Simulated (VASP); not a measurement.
**AlAs: single point with PBE**

The system is AlAs.

```
Al As
1.0
     0.00000    2.83892    2.83892
     2.83892    0.00000    2.83892
     2.83892    2.83892    0.00000
Al As
1 1
Cartesian
  0.0000 0.0000 0.0000
  4.2584 4.2584 4.2584
```

* Program: VASP 6.6.1
* Task: single point
* Functional: PBE
* Potentials or basis: VASP PAW PBE potentials, release 64 (Al, As)
* Cutoff: 500 eV
* k mesh: 6 × 6 × 6
* Occupations: gaussian, width 0.01 eV
* Spin: no spin polarisation
* Dipole correction: no
* Further INCAR settings: ALGO = Normal; EDIFF = 1e-06; NBANDS = 11

The pressure is 2.1 GPa and the band gap on the k mesh is 1.45 eV (least direct gap 1.99 eV).

Levels at points of the mesh, in eV from the valence-band top:
```tsv
k point	band 1	band 2	band 3	band 4	band 5	band 6	band 7	band 8
(0.00, 0.00, 0.00)	-11.81	0.00	0.00	0.00	1.99	4.27	4.27	4.27
(0.50, 0.00, 0.00)	-10.41	-5.53	-0.82	-0.82	2.11	4.67	4.67	7.73
(0.50, 0.50, 0.00)	-9.87	-5.40	-2.16	-2.16	1.45	2.29	10.26	10.26
```

Run time: 15 s on 1 thread of Intel Xeon 8259CL (shared host), peak memory 0.16 GiB.

A k mesh can miss the band edges.
